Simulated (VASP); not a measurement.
# KTaO3 (Pm-3m) in VASP: single point with r2SCAN

Aim: the single point of KTaO3 with r2SCAN.

Everything below comes from runs of VASP 6.6.1. Logs are shortened: lines on timing, memory, paths and dates and some standing lists are left out, and cuts for length are marked.

## 1. The cell of the first run

Symmetry: Pm-3m, No. 221, cubic system. The conventional cell has a = 3.988 Å, b = 3.988 Å, c = 3.988 Å, α = 90.00°, β = 90.00°, γ = 90.00°. K (site symmetry m-3m) has 12 O at 2.82 Å and 8 Ta at 3.45 Å within 3.7 Å. Ta (site symmetry m-3m) has 6 O at 1.99 Å within 2.6 Å. O (site symmetry 4/mmm) has 2 Ta at 1.99 Å within 2.6 Å.

## 2. Single point, r2SCAN

POSCAR

```
KTaO3
1.0
    3.9883000000      0.0000000000      0.0000000000
    0.0000000000      3.9883000000      0.0000000000
    0.0000000000      0.0000000000      3.9883000000
K Ta O
1 1 3
Direct
    0.5000000000      0.5000000000      0.5000000000
    0.0000000000      0.0000000000      0.0000000000
    0.5000000000      0.0000000000      0.0000000000
    0.0000000000      0.5000000000      0.0000000000
    0.0000000000      0.0000000000      0.5000000000
```

INCAR.step1

```
SYSTEM = KTaO3
  ALGO = Normal
  EDIFF = 1E-4
  ENCUT = 520
  GGA = PE
  ISMEAR = 0
  LASPH = .TRUE.
  LCHARG = .FALSE.
  LREAL = .FALSE.
  LWAVE = .TRUE.
  NBANDS = 27
  NELM = 80
  PREC = Accurate
  SIGMA = 0.05
```

INCAR.step2

```
SYSTEM = KTaO3
  ALGO = Normal
  EDIFF = 1E-7
  ENCUT = 520
  ISIF = 2
  ISMEAR = 0
  ISTART = 1
  LASPH = .TRUE.
  LCHARG = .FALSE.
  LMIXTAU = .TRUE.
  LREAL = .FALSE.
  LWAVE = .FALSE.
  METAGGA = R2SCAN
  NBANDS = 27
  NELM = 80
  PREC = Accurate
  SIGMA = 0.05
```

KPOINTS

```
k-points
0
G
  6 6 6
  0 0 0
```

Potentials or basis: VASP PAW PBE potentials, release 64 (K_sv, Ta_pv, O).

Started as:

```console
cat potpaw_PBE.64/K_sv/POTCAR potpaw_PBE.64/Ta_pv/POTCAR potpaw_PBE.64/O/POTCAR > POTCAR
cp INCAR.step1 INCAR
mpirun -np 1 vasp_std > vasp.out
cp INCAR.step2 INCAR
mpirun -np 1 vasp_std > vasp.out
```

OUTCAR:

```text
SYSTEM = KTaO3
   EDIFF = 1E-7
   ENCUT = 520
   ISIF = 2
   ISMEAR = 0
   ISTART = 1
   LASPH = .TRUE.
   LREAL = .FALSE.
   METAGGA = R2SCAN
   NELM = 80
   PREC = Accurate

 ion  position               nearest neighbor table
   1  0.500  0.500  0.500-   3 2.82   4 2.82   5 2.82   3 2.82   4 2.82   3 2.82   5 2.82   3 2.82
                             4 2.82   5 2.82   4 2.82   5 2.82   2 3.45   2 3.45   2 3.45   2 3.45
   2  0.000  0.000  0.000-   3 1.99   4 1.99   5 1.99   5 1.99   4 1.99   3 1.99   1 3.45   1 3.45
                             1 3.45   1 3.45   1 3.45   1 3.45   1 3.45   1 3.45
   3  0.500  0.000  0.000-   2 1.99   2 1.99   1 2.82   1 2.82   1 2.82   1 2.82
   4  0.000  0.500  0.000-   2 1.99   2 1.99   1 2.82   1 2.82   1 2.82   1 2.82
   5  0.000  0.000  0.500-   2 1.99   2 1.99   1 2.82   1 2.82   1 2.82   1 2.82

  LATTYP: Found a simple cubic cell.
 ALAT       =     3.9883000000

  Lattice vectors:

 A1 = (   3.9883000000,   0.0000000000,   0.0000000000)
 A2 = (   0.0000000000,   3.9883000000,   0.0000000000)
 A3 = (   0.0000000000,   0.0000000000,   3.9883000000)

Analysis of symmetry for initial positions (statically):
=====================================================================
 Subroutine PRICEL returns:
 Original cell was already a primitive cell.

 Routine SETGRP: Setting up the symmetry group for a
 simple cubic supercell.

 Subroutine GETGRP returns: Found 48 space group operations
 (whereof 48 operations were pure point group operations)
 out of a pool of 48 trial point group operations.

The static configuration has the point symmetry O_h .

Analysis of symmetry for dynamics (positions and initial velocities):
=====================================================================
 Subroutine PRICEL returns:
 Original cell was already a primitive cell.

 Routine SETGRP: Setting up the symmetry group for a
 simple cubic supercell.

 Subroutine GETGRP returns: Found 48 space group operations
 (whereof 48 operations were pure point group operations)
 out of a pool of 48 trial point group operations.

The dynamic configuration has the point symmetry O_h .

 Subroutine INISYM returns: Found 48 space group operations
 (whereof 48 operations are pure point group operations),
 and found     1 'primitive' translations

----------------------------------------------------------------------------------------

[... 94 lines left out ...]
   LREAL  =      F    real-space projection
   EDIFFG = 0.1E-05   stopping-criterion for IOM
   NSW    =      0    number of steps for IOM
   IBRION =     -1    ionic relax: 0-MD 1-quasi-New 2-CG
   NFREE  =      0    steps in history (QN), initial steepest desc. (CG)
   ISIF   =      2    stress and relaxation
   ISYM   =      2    0-nonsym 1-usesym 2-fastsym
   POTIM  = 0.5000    time-step for ionic-motion
   TEBEG  =    0.0;   TEEND  =   0.0 temperature during run
   PSTRESS=    0.0 pullay stress
   NELECT =      38.0000    total number of electrons
   NUPDOWN=      -1.0000    fix difference up-down
   EMIN   =  10.00;   EMAX   =-10.00  energy-range for DOS
   EFERMI =   0.00;   METHOD = LEGACY
   ISMEAR =     0;   SIGMA  =   0.05  broadening in eV -4-tet -1-fermi 0-gaus
   EFERMI_NEDOS =   21; number of points for ismear=-14 and -15
   IALGO  =     38    algorithm
   IMIX   =      4    mixing-type and parameters
     AMIX     =   0.40;   BMIX     =  1.00
     AMIX_MAG =   1.60;   BMIX_MAG =  1.00
  volume/ion in A,a.u.               =      12.69        85.62
  Fermi-wavevector in a.u.,A,eV,Ry     =   1.380008  2.607837 25.911228  1.904422
  Thomas-Fermi vector in A             =   2.504925
   LORBIT       =      0    0 simple, 1 ext, 2 COOP (PROOUT), +10 PAW based schemes
   METAGGA = R2SCAN    functional components
   LHFCALC =     F    Hartree Fock is set to
   AEXX    =    0.0000 exact exchange contribution
   IVDW    =     0    specifies the selected vdW correction
   LEPSILON=     F    determine dielectric tensor
   LRPA    =     F    only Hartree local field effects (RPA)
 non-spin polarized calculation
 Gauss-broadening in eV      SIGMA  =   0.05
  energy-cutoff  :      520.00
  volume of cell :       63.44
 maximum number of plane-waves:      1743
 NGX is ok and might be reduce to    30
   NGX = 15   NGY = 15   NGZ = 15

 number of electron      37.9999976 magnetization

 Free energy of the ion-electron system (eV)
  ---------------------------------------------------
  ext. energy  EPLUGINS =         0.00000000
  ---------------------------------------------------
  free energy    TOTEN  =       -87.16186724 eV

  energy without entropy =      -87.16186724  energy(sigma->0) =      -87.16186724

 E-fermi :   1.6768     XC(G=0): -11.5575

 val. band max:        1.4197886663   @ k =   0.5000   0.5000   0.5000
 cond. band min:       4.0178274101   @ k =   0.0000   0.0000   0.0000
 fundamental gap:      2.5980387438
 Fermi energy:         1.6767510826

 k-point     1 :       0.0000    0.0000    0.0000
  band No.  band energies     occupation
      1     -33.8597      2.00000
      2     -33.8597      2.00000
      3     -33.8597      2.00000
      4     -27.0301      2.00000
      5     -17.1322      2.00000
      6     -16.4638      2.00000
[... 589 lines left out ...]
     26      12.5067      0.00000
     27      13.2856      0.00000

------------------------ aborting loop because EDIFF is reached ----------------------------------------

  FORCE on cell =-STRESS in cart. coord.  units (eV):
  Direction    XX          YY          ZZ          XY          YZ          ZX
  --------------------------------------------------------------------------------------
  -------------------------------------------------------------------------------------
  Total        0.4823486      0.4823486      0.4823486     -0.0000000      0.0000000     -0.0000000
  in kB       12.1817075     12.1817075     12.1817075     -0.0000000      0.0000000     -0.0000000
  external PRESSURE =      12.1817075 kB  Pullay stress =       0.0000000 kB

 VOLUME and BASIS-vectors are now :
 -----------------------------------------------------------------------------
  energy-cutoff  :      520.00
  volume of cell :       63.44
      direct lattice vectors                 reciprocal lattice vectors
     3.988300000  0.000000000  0.000000000     0.250733395  0.000000000  0.000000000
     0.000000000  3.988300000  0.000000000     0.000000000  0.250733395  0.000000000
     0.000000000  0.000000000  3.988300000     0.000000000  0.000000000  0.250733395

 POSITION                                       TOTAL-FORCE (eV/Angst)
 -----------------------------------------------------------------------------------
      1.99415      1.99415      1.99415         0.000000      0.000000      0.000000
      0.00000      0.00000      0.00000         0.000000      0.000000      0.000000
      1.99415      0.00000      0.00000         0.000000      0.000000      0.000000
      0.00000      1.99415      0.00000         0.000000      0.000000      0.000000
      0.00000      0.00000      1.99415         0.000000      0.000000      0.000000
 -----------------------------------------------------------------------------------
    total drift:                                0.000000     -0.000000      0.000000

  FREE ENERGIE OF THE ION-ELECTRON SYSTEM (eV)
  ---------------------------------------------------
  free  energy   TOTEN  =       -87.1618672431 eV

  energy  without entropy=      -87.1618672431  energy(sigma->0) =      -87.16186724
```

OSZICAR.step1:

```text
N       E                     dE             d eps       ncg     rms          rms(c)
DAV:   1     0.329445415375E+03    0.32945E+03   -0.20956E+04  1080   0.142E+03
DAV:   2    -0.301872905621E+02   -0.35963E+03   -0.35059E+03  1287   0.409E+02
DAV:   3    -0.490020981185E+02   -0.18815E+02   -0.18728E+02  1535   0.897E+01
DAV:   4    -0.495884175973E+02   -0.58632E+00   -0.58555E+00  1733   0.103E+01
DAV:   5    -0.495931223454E+02   -0.47047E-02   -0.47040E-02  1434   0.850E-01    0.340E+01
DAV:   6    -0.412546075800E+02    0.83385E+01   -0.34452E+01  1290   0.397E+01    0.130E+01
DAV:   7    -0.410942114254E+02    0.16040E+00   -0.16617E+00  1418   0.837E+00    0.925E+00
DAV:   8    -0.410496922391E+02    0.44519E-01   -0.39990E-01  1325   0.525E+00    0.302E+00
DAV:   9    -0.410305723158E+02    0.19120E-01   -0.34984E-02  1319   0.146E+00    0.483E-01
DAV:  10    -0.410290342717E+02    0.15380E-02   -0.14115E-02  1443   0.757E-01    0.839E-02
DAV:  11    -0.410290111334E+02    0.23138E-04   -0.97386E-04  1435   0.195E-01
   1 F= -.41029011E+02 E0= -.41029011E+02  d E =-.714146E-13
```

Wall time 81 s (1 thread of Intel Xeon 6975P-C (Granite Rapids), shared host); peak memory 0.19 GiB.

What came out:

| Item | Value |
| --- | --- |
| Free energy | -87.1619 eV |
| Pressure | 1.2 GPa |
| Band gap on the k mesh | 2.60 eV, indirect (least direct gap 3.25 eV) |

Levels at points of the mesh, in eV from the valence-band top:
```tsv
k point	band 16	band 17	band 18	band 19	band 20	band 21	band 22	band 23
(0.00, 0.00, 0.00)	-1.10	-0.65	-0.65	-0.65	2.60	2.60	2.60	7.07
(0.50, 0.00, 0.00)	-2.15	-1.54	-0.89	-0.89	2.75	5.44	5.44	7.10
(0.50, 0.50, 0.00)	-1.74	-1.47	-1.47	-0.04	5.47	5.47	6.78	8.11
(0.50, 0.50, 0.50)	-3.96	0.00	0.00	0.00	6.92	6.92	6.92	9.67
```

Caveat: the PAW data sets were made with another functional, which shifts forces and pressure a little; spin-orbit coupling is left out, which moves the levels of the heavy elements. A k mesh can miss the band edges.
